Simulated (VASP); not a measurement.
# AgCl (F-43m) in VASP: single point with PBE

Aim: the single point of AgCl with PBE.

Program: VASP 6.6.1. These are calculated values, not measurements. Logs are shortened: lines on timing, memory, paths and dates and some standing lists are left out, and cuts for length are marked.

## (1) The cell of the first run

It takes space group F-43m (No. 216, cubic). The conventional cell has a = 5.987 Å, b = 5.987 Å, c = 5.987 Å, α = 90.00°, β = 90.00°, γ = 90.00°. Ag (site symmetry -43m) has 4 Cl at 2.59 Å within 3.4 Å. Within 3.4 Å of Cl (site symmetry -43m) lie 4 Ag at 2.59 Å.

## (2) Single point, PBE, non-collinear spin, zero start, spin-orbit coupling

The input, INCAR:

```
ALGO     = Normal         # electronic algorithm
EDIFF    = 1E-6           # SCF threshold, eV
ENCUT    = 520            # plane-wave cutoff, eV
GGA      = PE             # functional
GGA_COMPAT= F            
ISIF     = 2              # what is computed and relaxed
ISMEAR   = -1             # smearing method
LASPH    = T              # aspherical terms in the spheres
LCHARG   = F              # write CHGCAR
LMAXMIX  = 4              # l up to which the mixer works
LNONCOLLINEAR= T              # non-collinear magnetism
LORBIT   = 11             # projections on sites
LORBMOM  = T            
LREAL    = F              # projectors in reciprocal space
LSORBIT  = T              # spin-orbit coupling
LWAVE    = F              # write WAVECAR
MAGMOM   = 0 0 0 0 0 0    # initial moments
NBANDS   = 30             # bands
NELM     = 150            # most SCF steps
PREC     = Accurate       # precision mode
SIGMA    = 0.02           # smearing width, eV
```

The input, KPOINTS:

```
k-points
0
Gamma
  8 8 8
```

The input, POSCAR:

```
AgCl
1.0
    0.0000000000      2.9932645783      2.9932645783
    2.9932645783      0.0000000000      2.9932645783
    2.9932645783      2.9932645783      0.0000000000
Ag Cl
1 1
Direct
    0.0000000000      0.0000000000      0.0000000000
    0.2500000000      0.2500000000      0.2500000000
```

Potentials or basis: VASP PAW PBE potentials, release 64 (Ag, Cl).

Command:

```console
$ cat potpaw_PBE.64/Ag/POTCAR potpaw_PBE.64/Cl/POTCAR > POTCAR
$ mpirun -np 1 vasp_ncl > vasp.out
```

OUTCAR:

```text
EDIFF = 1E-6
   ENCUT = 520
   GGA = PE
   ISIF = 2
   ISMEAR = -1
   LASPH = T
   LNONCOLLINEAR = T
   LORBIT = 11
   LREAL = F
   LSORBIT = T
   NELM = 150
   PREC = Accurate

 ion  position               nearest neighbor table
   1  0.000  0.000  0.000-   2 2.59   2 2.59   2 2.59   2 2.59
   2  0.250  0.250  0.250-   1 2.59   1 2.59   1 2.59   1 2.59

  LATTYP: Found a face centered cubic cell.
 ALAT       =     5.9865291566

  Lattice vectors:

 A1 = (   0.0000000000,   2.9932645783,   2.9932645783)
 A2 = (   2.9932645783,   0.0000000000,   2.9932645783)
 A3 = (   2.9932645783,   2.9932645783,   0.0000000000)

Analysis of symmetry for initial positions (statically):
=====================================================================
 Subroutine PRICEL returns:
 Original cell was already a primitive cell.

 Routine SETGRP: Setting up the symmetry group for a
 face centered cubic supercell.

 Subroutine GETGRP returns: Found 24 space group operations
 (whereof 24 operations were pure point group operations)
 out of a pool of 48 trial point group operations.

The static configuration has the point symmetry T_d .

Analysis of symmetry for dynamics (positions and initial velocities):
=====================================================================
 Subroutine PRICEL returns:
 Original cell was already a primitive cell.

 Routine SETGRP: Setting up the symmetry group for a
 face centered cubic supercell.

 Subroutine GETGRP returns: Found 24 space group operations
 (whereof 24 operations were pure point group operations)
 out of a pool of 48 trial point group operations.

The dynamic configuration has the point symmetry T_d .

Analysis of structural, dynamic, and magnetic symmetry:
=====================================================================
 Subroutine PRICEL returns:
 Original cell was already a primitive cell.

 Routine SETGRP: Setting up the symmetry group for a
 face centered cubic supercell.

 Subroutine GETGRP returns: Found 24 space group operations
 (whereof 24 operations were pure point group operations)
 out of a pool of 48 trial point group operations.

The overall configuration has the point symmetry T_d .

 Subroutine INISYM returns: Found 24 space group operations
 (whereof 24 operations are pure point group operations),
 and found     1 'primitive' translations

----------------------------------------------------------------------------------------

                                     Primitive cell

  volume of cell :      53.6371

  direct lattice vectors                    reciprocal lattice vectors
     0.000000000  2.993264578  2.993264578    -0.167041699  0.167041699  0.167041699
     2.993264578  0.000000000  2.993264578     0.167041699 -0.167041699  0.167041699
     2.993264578  2.993264578  0.000000000     0.167041699  0.167041699 -0.167041699

  length of vectors
     4.233115362  4.233115362  4.233115362     0.289324709  0.289324709  0.289324709

  position of ions in fractional coordinates (direct lattice)
     0.000000000  0.000000000  0.000000000
     0.250000000  0.250000000  0.250000000

  ion indices of the primitive-cell ions
   primitive index   ion index
                 1           1
                 2           2

----------------------------------------------------------------------------------------

 KPOINTS: k-points

Automatic generation of k-mesh.
 Grid dimensions read from file:
 generate k-points for:    8    8    8

 Generating k-lattice:

[... 95 lines left out ...]
   NGX = 15   NGY = 15   NGZ = 15

 number of electron      17.9999995 magnetization       0.0000000      0.0000000      0.0000000

 number of electron      17.9999995 magnetization      -0.0000000     -0.0000000     -0.0000000

 number of electron      17.9999995 magnetization       0.0000000      0.0000000     -0.0000000

 number of electron      17.9999995 magnetization      -0.0000000      0.0000000     -0.0000000

 Free energy of the ion-electron system (eV)
  ---------------------------------------------------
  ext. energy  EPLUGINS =         0.00000000
  ---------------------------------------------------
  free energy    TOTEN  =        -5.46839926 eV

  energy without entropy =       -5.46839926  energy(sigma->0) =       -5.46839926

 E-fermi :   2.2993     XC(G=0):  -8.5433

 val. band max:        1.8587807056   @ k =   0.0000   0.0000   0.0000
 cond. band min:       3.0118217584   @ k =   0.0000   0.0000   0.0000
 fundamental gap:      1.1530410528
 Fermi energy:         2.2992722940

 k-point     1 :       0.0000    0.0000    0.0000
  band No.  band energies     occupation
      1     -13.1052      1.00000
      2     -13.1052      1.00000
      3      -2.3783      1.00000
      4      -2.3783      1.00000
      5      -2.3783      1.00000
      6      -2.3783      1.00000
[... 781 lines left out ...]
     29      15.2022      0.00000
     30      15.2088      0.00000

 [... further k-points ...]

------------------------ aborting loop because EDIFF is reached ----------------------------------------

  FORCE on cell =-STRESS in cart. coord.  units (eV):
  Direction    XX          YY          ZZ          XY          YZ          ZX
  --------------------------------------------------------------------------------------
  -------------------------------------------------------------------------------------
  Total        0.3484163      0.3484163      0.3484163     -0.0000000      0.0000000     -0.0000000
  in kB       10.4074349     10.4074349     10.4074349     -0.0000000      0.0000000     -0.0000000
  external PRESSURE =      10.4074349 kB  Pullay stress =       0.0000000 kB

 VOLUME and BASIS-vectors are now :
 -----------------------------------------------------------------------------
  energy-cutoff  :      520.00
  volume of cell :       53.64
      direct lattice vectors                 reciprocal lattice vectors
     0.000000000  2.993264578  2.993264578    -0.167041699  0.167041699  0.167041699
     2.993264578  0.000000000  2.993264578     0.167041699 -0.167041699  0.167041699
     2.993264578  2.993264578  0.000000000     0.167041699  0.167041699 -0.167041699

 POSITION                                       TOTAL-FORCE (eV/Angst)
 -----------------------------------------------------------------------------------
      0.00000      0.00000      0.00000        -0.000000     -0.000000     -0.000000
      1.49663      1.49663      1.49663         0.000000      0.000000      0.000000
 -----------------------------------------------------------------------------------
    total drift:                               -0.000000     -0.000000     -0.000000

  FREE ENERGIE OF THE ION-ELECTRON SYSTEM (eV)
  ---------------------------------------------------
  free  energy   TOTEN  =        -5.4683992576 eV

  energy  without entropy=       -5.4683992576  energy(sigma->0) =       -5.46839926

 orbital moment (x)

 # of ion     p       d       tot
 ----------------------------------------
  1         0.000  -0.000  -0.000
  2         0.000   0.000   0.000
 ----------------------------------------
            0.000  -0.000  -0.000

 orbital moment (y)

 # of ion     p       d       tot
 ----------------------------------------
  1         0.000  -0.000  -0.000
  2         0.000   0.000   0.000
 ----------------------------------------
            0.000  -0.000  -0.000

 orbital moment (z)

 # of ion     p       d       tot
 ----------------------------------------
  1         0.000   0.000   0.000
  2         0.000   0.000   0.000
 ----------------------------------------
            0.000   0.000   0.000

 Spin-Orbit-Coupling matrix elements

 Ion:    1  E_soc:     -0.0400547
 l=   1
     0.0000000    -0.0011289    -0.0011289
    -0.0011289     0.0000000    -0.0011289
    -0.0011289    -0.0011289     0.0000000
 l=   2
     0.0000000    -0.0011420     0.0000000    -0.0011420    -0.0044049
    -0.0011420     0.0000000    -0.0033037    -0.0011420    -0.0011012
     0.0000000    -0.0033037     0.0000000    -0.0033037     0.0000000
    -0.0011420    -0.0011420    -0.0033037     0.0000000    -0.0011012
    -0.0044049    -0.0011012     0.0000000    -0.0011012     0.0000000
 l=   3
     0.0000000     0.0000000     0.0000000     0.0000000     0.0000000     0.0000000     0.0000000
     0.0000000     0.0000000     0.0000000     0.0000000     0.0000000     0.0000000     0.0000000
     0.0000000     0.0000000     0.0000000     0.0000000     0.0000000     0.0000000     0.0000000
     0.0000000     0.0000000     0.0000000     0.0000000     0.0000000     0.0000000     0.0000000
     0.0000000     0.0000000     0.0000000     0.0000000     0.0000000     0.0000000     0.0000000
     0.0000000     0.0000000     0.0000000     0.0000000     0.0000000     0.0000000     0.0000000
     0.0000000     0.0000000     0.0000000     0.0000000     0.0000000     0.0000000     0.0000000

 Ion:    2  E_soc:     -0.0034002
 l=   1
     0.0000000    -0.0005667    -0.0005667
    -0.0005667     0.0000000    -0.0005667
    -0.0005667    -0.0005667     0.0000000
 l=   2
     0.0000000     0.0000000     0.0000000     0.0000000     0.0000000
     0.0000000     0.0000000     0.0000000     0.0000000     0.0000000
     0.0000000     0.0000000     0.0000000     0.0000000     0.0000000
     0.0000000     0.0000000     0.0000000     0.0000000     0.0000000
     0.0000000     0.0000000     0.0000000     0.0000000     0.0000000
 l=   3
     0.0000000     0.0000000     0.0000000     0.0000000     0.0000000     0.0000000     0.0000000
     0.0000000     0.0000000     0.0000000     0.0000000     0.0000000     0.0000000     0.0000000
     0.0000000     0.0000000     0.0000000     0.0000000     0.0000000     0.0000000     0.0000000
     0.0000000     0.0000000     0.0000000     0.0000000     0.0000000     0.0000000     0.0000000
     0.0000000     0.0000000     0.0000000     0.0000000     0.0000000     0.0000000     0.0000000
     0.0000000     0.0000000     0.0000000     0.0000000     0.0000000     0.0000000     0.0000000
     0.0000000     0.0000000     0.0000000     0.0000000     0.0000000     0.0000000     0.0000000

 total charge

# of ion       s       p       d       tot
------------------------------------------
    1        0.227   0.180   9.356   9.763
    2        1.593   3.489   0.000   5.082
--------------------------------------------------
tot          1.819   3.669   9.356  14.845

 magnetization (x)

# of ion       s       p       d       tot
------------------------------------------
    1       -0.000  -0.000  -0.000  -0.000
    2       -0.000  -0.000   0.000  -0.000
--------------------------------------------------
tot         -0.000  -0.000  -0.000  -0.000

 magnetization (y)

# of ion       s       p       d       tot
------------------------------------------
    1        0.000   0.000   0.000   0.000
    2        0.000   0.000   0.000   0.000
--------------------------------------------------
tot          0.000   0.000   0.000   0.000

 magnetization (z)

# of ion       s       p       d       tot
------------------------------------------
    1       -0.000  -0.000   0.000  -0.000
    2       -0.000   0.000   0.000   0.000
--------------------------------------------------
tot         -0.000  -0.000   0.000  -0.000
```

Wall time 3.2 min (1 thread of Intel Xeon 8259CL, shared host); peak memory 0.35 GiB.

Results:

```yaml
Free_energy: -5.4684 eV
Pressure: 1.0 GPa
Net_moment: 0.00 μB per cell
Valence_electrons_inside_the_program's_atomic_spheres: Ag 9.76; Cl 5.08
```

Moments on the atoms (μB; x, y, z):
```
Ag  0.00 0.00 0.00
Cl  0.00 0.00 0.00
```
